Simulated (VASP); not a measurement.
# NbSiO4 (P4/mmm) in VASP: relaxation of cell and atoms with PBE

Aim: the relaxation of cell and atoms of NbSiO4 with PBE.

All numbers are computed with VASP 6.6.1; they aren't measurements. Logs are shortened: lines on timing, memory, paths and dates and some standing lists are left out, and cuts for length are marked.

## (1) The cell of the first run

Symmetry: P4/mmm, No. 123, tetragonal system. The conventional cell has a = 3.267 Å, b = 3.267 Å, c = 5.742 Å, α = 90.00°, β = 90.00°, γ = 90.00°. Nb (site symmetry 4/mmm) has 16 O at 2.65 to 3.30 Å and 4 Nb at 3.27 Å within 3.5 Å. Within 2.1 Å of Si (site symmetry 4/mmm) lie 6 O at 1.57 to 1.63 Å. O (site symmetry mmm) has 2 Si at 1.63 Å and 8 O at 2.27 to 2.31 Å within 2.4 Å. Within 2.1 Å of O (site symmetry 4mm) lie 1 Si at 1.57 Å.

The cell was generated, and may not be a known phase.

## (2) Relaxation of cell and atoms, PBE, collinear spin

Contents of INCAR:

```
SYSTEM = NbSiO4
ALGO = Normal ; EDIFF = 1E-6
EDIFFG = -0.04 ; ENCUT = 600
GGA = PE ; IBRION = 2
ISIF = 3 ; ISMEAR = 0
ISPIN = 2 ; LASPH = .TRUE.
LCHARG = .FALSE. ; LMAXMIX = 4
LORBIT = 11 ; LREAL = .FALSE.
LWAVE = .FALSE. ; MAGMOM = 0.69 0 0.02 0.02 -0.03 -0.03
NELM = 150 ; NSW = 90
PREC = Accurate ; SIGMA = 0.1
```

Contents of KPOINTS:

```
k-points
0
G
  6 6 4
  0 0 0
```

Contents of POSCAR:

```
NbSiO4
1.0
    3.2670780500      0.0000000000      0.0000000000
    0.0000000000      3.2670780500      0.0000000000
    0.0000000000      0.0000000000      5.7420966400
Nb Si O
1 1 4
Direct
    0.5000000000      0.5000000000      0.5000000000
    0.0000000000      0.0000000000      0.0000000000
    0.5000000000      0.0000000000      0.0000000000
    0.0000000000      0.5000000000      0.0000000000
    0.0000000000      0.0000000000      0.2737000000
    0.0000000000      0.0000000000      0.7263000000
```

Potentials or basis: VASP PAW PBE potentials, release 64 (Nb_sv, Si, O).

Run with:

```bash
cat potpaw_PBE.64/Nb_sv/POTCAR potpaw_PBE.64/Si/POTCAR potpaw_PBE.64/O/POTCAR > POTCAR
mpirun -np 1 vasp_std > vasp.out
```

OUTCAR:

```text
SYSTEM = NbSiO4
   EDIFF = 1E-6
   EDIFFG = -0.04
   ENCUT = 600
   GGA = PE
   IBRION = 2
   ISIF = 3
   ISMEAR = 0
   ISPIN = 2
   LASPH = .TRUE.
   LORBIT = 11
   LREAL = .FALSE.
   NELM = 150
   NSW = 90
   PREC = Accurate

 ion  position               nearest neighbor table
   1  0.500  0.500  0.500-
   2  0.000  0.000  0.000-   5 1.57   6 1.57   3 1.63   4 1.63   4 1.63   3 1.63
   3  0.500  0.000  0.000-   2 1.63   2 1.63
   4  0.000  0.500  0.000-   2 1.63   2 1.63
   5  0.000  0.000  0.274-   2 1.57
   6  0.000  0.000  0.726-   2 1.57

  LATTYP: Found a simple tetragonal cell.
 ALAT       =     3.2670780500
 C/A-ratio  =     1.7575633493

  Lattice vectors:

 A1 = (   3.2670780500,   0.0000000000,   0.0000000000)
 A2 = (   0.0000000000,   3.2670780500,   0.0000000000)
 A3 = (   0.0000000000,   0.0000000000,   5.7420966400)

Analysis of symmetry for initial positions (statically):
=====================================================================
 Subroutine PRICEL returns:
 Original cell was already a primitive cell.

 Routine SETGRP: Setting up the symmetry group for a
 simple tetragonal supercell.

 Subroutine GETGRP returns: Found 16 space group operations
 (whereof 16 operations were pure point group operations)
 out of a pool of 16 trial point group operations.

The static configuration has the point symmetry D_4h.

Analysis of symmetry for dynamics (positions and initial velocities):
=====================================================================
 Subroutine PRICEL returns:
 Original cell was already a primitive cell.

 Routine SETGRP: Setting up the symmetry group for a
 simple tetragonal supercell.

 Subroutine GETGRP returns: Found 16 space group operations
 (whereof 16 operations were pure point group operations)
 out of a pool of 16 trial point group operations.

The dynamic configuration has the point symmetry D_4h.

Analysis of structural, dynamic, and magnetic symmetry:
=====================================================================
 Subroutine PRICEL returns:
 Original cell was already a primitive cell.

 Routine SETGRP: Setting up the symmetry group for a
 simple tetragonal supercell.

 Subroutine GETGRP returns: Found 16 space group operations
 (whereof 16 operations were pure point group operations)
 out of a pool of 16 trial point group operations.

The overall configuration has the point symmetry D_4h.

 Subroutine INISYM returns: Found 16 space group operations
 (whereof 16 operations are pure point group operations),
 and found     1 'primitive' translations

----------------------------------------------------------------------------------------

                                     Primitive cell

  volume of cell :      61.2900

  direct lattice vectors                    reciprocal lattice vectors
     3.267078050  0.000000000  0.000000000     0.306083903  0.000000000  0.000000000
     0.000000000  3.267078050  0.000000000     0.000000000  0.306083903  0.000000000
     0.000000000  0.000000000  5.742096640     0.000000000  0.000000000  0.174152416

  length of vectors
     3.267078050  3.267078050  5.742096640     0.306083903  0.306083903  0.174152416

  position of ions in fractional coordinates (direct lattice)
     0.500000000  0.500000000  0.500000000
     0.000000000  0.000000000  0.000000000
     0.500000000  0.000000000  0.000000000
     0.000000000  0.500000000  0.000000000
     0.000000000  0.000000000  0.273700000
     0.000000000  0.000000000  0.726300000

  ion indices of the primitive-cell ions
   primitive index   ion index
                 1           1
                 2           2
                 3           3
                 4           4
                 5           5
                 6           6

----------------------------------------------------------------------------------------

 KPOINTS: k-points

Automatic generation of k-mesh.
 Grid dimensions read from file:
 generate k-points for:    6    6    4

 Generating k-lattice:

  Cartesian coordinates                     Fractional coordinates (reciprocal lattice)
     0.051013984  0.000000000  0.000000000     0.166666667  0.000000000  0.000000000
     0.000000000  0.051013984  0.000000000     0.000000000  0.166666667  0.000000000
     0.000000000  0.000000000  0.043538104     0.000000000  0.000000000  0.250000000

  Length of vectors
     0.051013984  0.051013984  0.043538104

  Shift w.r.t. Gamma in fractional coordinates (k-lattice)
     0.000000000  0.000000000  0.000000000

 Subroutine IBZKPT returns following result:
 ===========================================

 Found     30 irreducible k-points:

 Following reciprocal coordinates:
            Coordinates               Weight
  0.000000  0.000000  0.000000      1.000000
  0.166667  0.000000  0.000000      4.000000
  0.333333  0.000000  0.000000      4.000000
  0.500000  0.000000  0.000000      2.000000
  0.166667  0.166667  0.000000      4.000000
  0.333333  0.166667  0.000000      8.000000
[... 16 lines left out ...]
  0.333333  0.000000  0.500000      4.000000
  0.500000  0.000000  0.500000      2.000000
 [... further k-points ...]
   k-points           NKPTS =     30   k-points in BZ     NKDIM =     30   number of bands    NBANDS=     24
   number of dos      NEDOS =    301   number of ions     NIONS =      6
   total plane-waves  NPLWV =  37632
   dimension x,y,z NGX =    28 NGY =   28 NGZ =   48
   dimension x,y,z NGXF=    56 NGYF=   56 NGZF=   96
   ions per type =               1   1   4
   NGX,Y,Z   is equivalent  to a cutoff of  14.25, 14.25, 13.90 a.u.
   NGXF,Y,Z  is equivalent  to a cutoff of  28.50, 28.50, 27.79 a.u.
 SYSTEM =  NbSiO4
   PREC   = accura    normal or accurate (medium, high low for compatibility)
   ISTART =      0    job   : 0-new  1-cont  2-samecut
   ICHARG =      2    charge: 1-file 2-atom 10-const
   ISPIN  =      2    spin polarized calculation?
   LNONCOLLINEAR =      F non collinear calculations
   LSORBIT =      F    spin-orbit coupling
   LASPH  =      T    aspherical Exc in radial PAW
   ENCUT  =  600.0 eV  44.10 Ry    6.64 a.u.   6.53  6.53 11.47*2*pi/ulx,y,z
   NELM   =    150;   NELMIN=  2; NELMDL= -5     # of ELM steps
   EDIFF  = 0.1E-05   stopping-criterion for ELM
   LREAL  =      F    real-space projection
   EDIFFG = -.4E-01   stopping-criterion for IOM
   NSW    =     90    number of steps for IOM
   IBRION =      2    ionic relax: 0-MD 1-quasi-New 2-CG
   NFREE  =      1    steps in history (QN), initial steepest desc. (CG)
   ISIF   =      3    stress and relaxation
   ISYM   =      2    0-nonsym 1-usesym 2-fastsym
   POTIM  = 0.5000    time-step for ionic-motion
   TEBEG  =    0.0;   TEEND  =   0.0 temperature during run
   PSTRESS=    0.0 pullay stress
   NELECT =      41.0000    total number of electrons
   NUPDOWN=      -1.0000    fix difference up-down
   EMIN   =  10.00;   EMAX   =-10.00  energy-range for DOS
   EFERMI =   0.00;   METHOD = LEGACY
   ISMEAR =     0;   SIGMA  =   0.10  broadening in eV -4-tet -1-fermi 0-gaus
   EFERMI_NEDOS =   21; number of points for ismear=-14 and -15
   IALGO  =     38    algorithm
   IMIX   =      4    mixing-type and parameters
     AMIX     =   0.40;   BMIX     =  1.00
     AMIX_MAG =   1.60;   BMIX_MAG =  1.00
  volume/ion in A,a.u.               =      10.21        68.93
  Fermi-wavevector in a.u.,A,eV,Ry     =   1.431769  2.705651 27.891431  2.049962
  Thomas-Fermi vector in A             =   2.551469
   LORBIT       =     11    0 simple, 1 ext, 2 COOP (PROOUT), +10 PAW based schemes
   GGA     = PE    functional components
   LHFCALC =     F    Hartree Fock is set to
   AEXX    =    0.0000 exact exchange contribution
   IVDW    =     0    specifies the selected vdW correction
   LEPSILON=     F    determine dielectric tensor
   LRPA    =     F    only Hartree local field effects (RPA)
 conjugate gradient relaxation of ions
 spin polarized calculation
 Gauss-broadening in eV      SIGMA  =   0.10
  energy-cutoff  :      600.00
  volume of cell :       61.29
 maximum number of plane-waves:      2087
 NGX is ok and might be reduce to    28
   NGX = 13   NGY = 13   NGZ = 23

--------------------------------------- Ionic step        1  -------------------------------------------

 number of electron      41.0000015 magnetization       0.7804888

 Free energy of the ion-electron system (eV)
  ---------------------------------------------------
  ext. energy  EPLUGINS =         0.00000000
  ---------------------------------------------------
  free energy    TOTEN  =       -41.38414468 eV

  energy without entropy =      -41.37466696  energy(sigma->0) =      -41.37940582

------------------------ aborting loop because EDIFF is reached ----------------------------------------

  FORCE on cell =-STRESS in cart. coord.  units (eV):
  Direction    XX          YY          ZZ          XY          YZ          ZX
  --------------------------------------------------------------------------------------
  -------------------------------------------------------------------------------------
  Total        1.3169885      1.3169885     20.6167718      0.0000000      0.0000000      0.0000000
  in kB       34.4273079     34.4273079    538.9416260      0.0000000      0.0000000      0.0000000
  external PRESSURE =     202.5987472 kB  Pullay stress =       0.0000000 kB
[... 101 lines left out ...]
  FREE ENERGIE OF THE ION-ELECTRON SYSTEM (eV)
  ---------------------------------------------------
  free  energy   TOTEN  =       -44.0602548311 eV

  energy  without entropy=      -44.0568346080  energy(sigma->0) =      -44.05854472

[... ionic steps 4 to 8 ...]

--------------------------------------- Ionic step        9  -------------------------------------------

 number of electron      40.9999986 magnetization       0.9201407

------------------------ aborting loop because EDIFF is reached ----------------------------------------

  FORCE on cell =-STRESS in cart. coord.  units (eV):
  Direction    XX          YY          ZZ          XY          YZ          ZX
  --------------------------------------------------------------------------------------
  -------------------------------------------------------------------------------------
  Total        0.1386644      0.1386644     -0.1041516      0.0000000      0.0000000      0.0000000
  in kB        3.5054449      3.5054449     -2.6329601      0.0000000      0.0000000      0.0000000
  external PRESSURE =       1.4593099 kB  Pullay stress =       0.0000000 kB
[... 65 lines left out ...]
  energy  without entropy=      -44.3277193991  energy(sigma->0) =      -44.33171019

--------------------------------------- Ionic step       11  -------------------------------------------

 number of electron      40.9999983 magnetization       0.9275622

 Free energy of the ion-electron system (eV)
  ---------------------------------------------------
  ext. energy  EPLUGINS =         0.00000000
  ---------------------------------------------------
  free energy    TOTEN  =       -44.33680309 eV

  energy without entropy =      -44.32937958  energy(sigma->0) =      -44.33309133

 E-fermi :   6.5608     XC(G=0): -11.4128

 val. band max:        6.4988848768   @ k =   0.3333   0.0000   0.0000
 cond. band min:       6.5776098704   @ k =   0.3333   0.0000   0.2500
 fundamental gap:      0.0787249936
 Fermi energy:         6.5607849519

 spin component 1

 k-point     1 :       0.0000    0.0000    0.0000
  band No.  band energies     occupation
      1     -50.2437      1.00000
      2     -26.2802      1.00000
      3     -25.9823      1.00000
      4     -25.9823      1.00000
      5     -14.8201      1.00000
      6     -11.7170      1.00000
[... 637 lines left out ...]
     23       7.4774      0.00000
     24       7.9269      0.00000

 [... further k-points ...]

 spin component 2

 k-point     1 :       0.0000    0.0000    0.0000
  band No.  band energies     occupation
      1     -49.7291      1.00000
      2     -25.5525      1.00000
      3     -25.5525      1.00000
      4     -25.3902      1.00000
      5     -14.8011      1.00000
      6     -11.7444      1.00000
[... 637 lines left out ...]
     23       7.9095      0.00000
     24       8.8531      0.00000

 [... further k-points ...]

------------------------ aborting loop because EDIFF is reached ----------------------------------------

  FORCE on cell =-STRESS in cart. coord.  units (eV):
  Direction    XX          YY          ZZ          XY          YZ          ZX
  --------------------------------------------------------------------------------------
  -------------------------------------------------------------------------------------
  Total       -0.1925014     -0.1925014     -0.0007965      0.0000000      0.0000000     -0.0000000
  in kB       -4.8559033     -4.8559033     -0.0200915      0.0000000      0.0000000     -0.0000000
  external PRESSURE =      -3.2439660 kB  Pullay stress =       0.0000000 kB
[... 21 lines left out ...]
  FREE ENERGIE OF THE ION-ELECTRON SYSTEM (eV)
  ---------------------------------------------------
  free  energy   TOTEN  =       -44.3368030916 eV

  energy  without entropy=      -44.3293795771  energy(sigma->0) =      -44.33309133

 reached required accuracy - stopping structural energy minimisation

 total charge

# of ion       s       p       d       tot
------------------------------------------
    1        2.101   5.959   2.103  10.163
    2        0.627   1.057   0.000   1.685
    3        1.579   3.714   0.000   5.293
    4        1.579   3.714   0.000   5.293
    5        1.569   3.337   0.000   4.906
    6        1.569   3.337   0.000   4.906
--------------------------------------------------
tot          9.025  21.117   2.103  32.245

 magnetization (x)

# of ion       s       p       d       tot
------------------------------------------
    1        0.012   0.005   0.716   0.733
    2        0.001   0.002   0.000   0.003
    3        0.000   0.016   0.000   0.016
    4        0.000   0.016   0.000   0.016
    5       -0.000  -0.025   0.000  -0.025
    6       -0.000  -0.025   0.000  -0.025
--------------------------------------------------
tot          0.013  -0.011   0.716   0.718
```

Wall time 28 min (1 thread of Intel Xeon 8259CL, shared host); peak memory 0.29 GiB.

What came out:

* Free energy: -44.3368 eV
* Relaxed volume: 10.59 Å³/atom
* Relaxed cell: a = 3.173 Å, b = 3.173 Å, c = 6.310 Å, α = 90.00°, β = 90.00°, γ = 90.00°
* Space group after relaxing (to 0.1 Å): P4/mmm (No. 123)
* Energy gained by relaxing: 492.1 meV/atom
* Ionic steps: 11
* Pressure after relaxing: -0.3 GPa
* Largest force after relaxing: 0.027 eV/Å
* Net moment: 0.93 μB per cell
* Site moments: Nb +0.73; Si +0.00; O +0.02, -0.03 (each value once) μB
* Valence electrons inside the program's atomic spheres: Nb 10.16; Si 1.69; O 5.29, 4.91 (each value once)

Forces on the atoms (eV/Å):
```
Nb   0.000  0.000  0.000
Si   0.000  0.000  0.000
O    0.000  0.000  0.000
O    0.000  0.000  0.000
O    0.000  0.000 -0.027
O    0.000  0.000  0.027
```

Step by step:
| step | energy change (eV) | largest force (eV/Å) | pressure (GPa) | volume (Å³) |
| --- | --- | --- | --- | --- |
| 1 | 0.0000 | 10.7163 | 20.26 | 61.29 |
| 2 | -0.7129 | 5.5535 | -12.29 | 72.97 |
| 3 | -2.6761 | 0.5311 | -12.29 | 66.39 |
| 4 | -2.6873 | 0.2701 | -11.81 | 66.15 |
| 5 | -2.6929 | 0.0880 | -11.07 | 65.83 |
| 6 | -2.8390 | 0.0538 | 12.02 | 60.16 |
| 7 | -2.9294 | 0.0222 | 2.08 | 62.20 |
| 8 | -2.9480 | 0.1066 | 0.92 | 62.87 |
| 9 | -2.9515 | 0.1804 | 0.15 | 63.38 |
| 10 | -2.9516 | 0.1738 | 0.17 | 63.34 |
| 11 | -2.9527 | 0.0270 | -0.32 | 63.51 |

Final structure:
```
CELL_PARAMETERS angstrom
3.17270 0.00000 0.00000
0.00000 3.17270 0.00000
0.00000 0.00000 6.30980
ATOMIC_POSITIONS crystal
Nb 0.50000 0.50000 0.50000
Si 0.00000 0.00000 0.00000
O 0.50000 0.00000 0.00000
O 0.00000 0.50000 0.00000
O 0.00000 0.00000 0.32151
O 0.00000 0.00000 0.67849
```
